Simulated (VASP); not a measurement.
Here is a VASP 6.6.1 calculation.

The input POSCAR:

```
PbS
1.0
    0.0000000000      2.9650000000      2.9650000000
    2.9650000000      0.0000000000      2.9650000000
    2.9650000000      2.9650000000      0.0000000000
Pb S
1 1
Direct
    0.0000000000      0.0000000000      0.0000000000
    0.5526981450      0.5526981450      0.4473018550
```

The input INCAR.step1:

```
SYSTEM = PbS
ALGO = Normal ; EDIFF = 1E-4
ENCUT = 520 ; GGA = PE
ISMEAR = 0 ; LASPH = .TRUE.
LCHARG = .FALSE. ; LREAL = .FALSE.
LWAVE = .TRUE. ; NBANDS = 17
NELM = 100 ; PREC = Accurate
SIGMA = 0.05
```

Contents of INCAR.step2:

```
SYSTEM = PbS
ALGO = Normal ; EDIFF = 1E-6
ENCUT = 520 ; ISIF = 2
ISMEAR = 0 ; ISTART = 1
LASPH = .TRUE. ; LCHARG = .FALSE.
LMIXTAU = .TRUE. ; LREAL = .FALSE.
LWAVE = .FALSE. ; METAGGA = R2SCAN
NBANDS = 17 ; NELM = 100
PREC = Accurate ; SIGMA = 0.05
```

Contents of KPOINTS:

```
k-points
0
G
  8 8 8
  0 0 0
```

Potentials or basis: VASP PAW PBE potentials, release 64 (Pb_d, S).

Launch:

```console
$ cat potpaw_PBE.64/Pb_d/POTCAR potpaw_PBE.64/S/POTCAR > POTCAR
$ cp INCAR.step1 INCAR
$ mpirun -np 1 vasp_std > vasp.out
$ cp INCAR.step2 INCAR
$ mpirun -np 1 vasp_std > vasp.out
```

(1) Predict the band gap on the k mesh.

(2) What does it give for the largest force?

(3) What does it give for the pressure?

Answers

(1) 1.17 eV, direct.

(2) 0.530 eV/Å.

(3) 3.0 GPa.

Caveat: the cell differs from its parent crystal (all S atoms moved +0.312 Å, as atom 2 along Cartesian [0 0 1]); the PAW data sets were made with another functional, which shifts forces and pressure a little; spin-orbit coupling is left out, which moves the levels of the heavy elements.
